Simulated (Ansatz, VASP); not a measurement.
**EuSb in VASP and in Ansatz**

```
Eu Sb
1.0
     0.00000    3.75691    3.75691
     3.75691    0.00000    3.75691
     3.75691    3.75691    0.00000
Eu Sb
1 1
Direct
  0.00000 0.00000 0.00000
  0.25000 0.25000 0.25000
```

Alike in both runs: task single point; functional PBE; k mesh 8 × 8 × 8; occupations gaussian, width 0.05 eV; collinear spin; Hubbard terms Eu f U = 6.0 eV.

|  | VASP | Ansatz |
| --- | --- | --- |
| version | VASP 6.6.1 | Ansatz 0.2.0 |
| potentials or method | VASP PAW PBE potentials, release 64 (Eu, Sb), cutoff 520 eV | scalar-relativistic, plane waves, PAW |
| valence electrons in the cell | 22 | 32 |

VASP gave:

| Property | Result |
| --- | --- |
| gap on the k mesh at the Fermi level (eV) | none |
| pressure (GPa) | -0.2 |
| net moment per atom (μB) | 4.00 |
| size of the moment on the site where the two differ most (μB) | 6.81 |

Problem. What did Ansatz give for the same quantities?

Solution. gap on the k mesh at the Fermi level (eV): none; pressure (GPa): -0.3; net moment per atom (μB): 4.00; size of the moment on the site where the two differ most (μB): 7.01.

Site moments also hang on the region over which each program counts them. The programs project onto different local orbitals, so the same U acts differently, and such runs can settle in different states. A gap of «none» marks a metal or a gap that the smearing closes. VASP's potentials hold 22 valence electrons a cell and Ansatz's 32, so a difference there can come from the potentials and not from the codes. Ansatz's warnings: filled band counts differ across k points.

Neither program's run includes spin-orbit coupling.
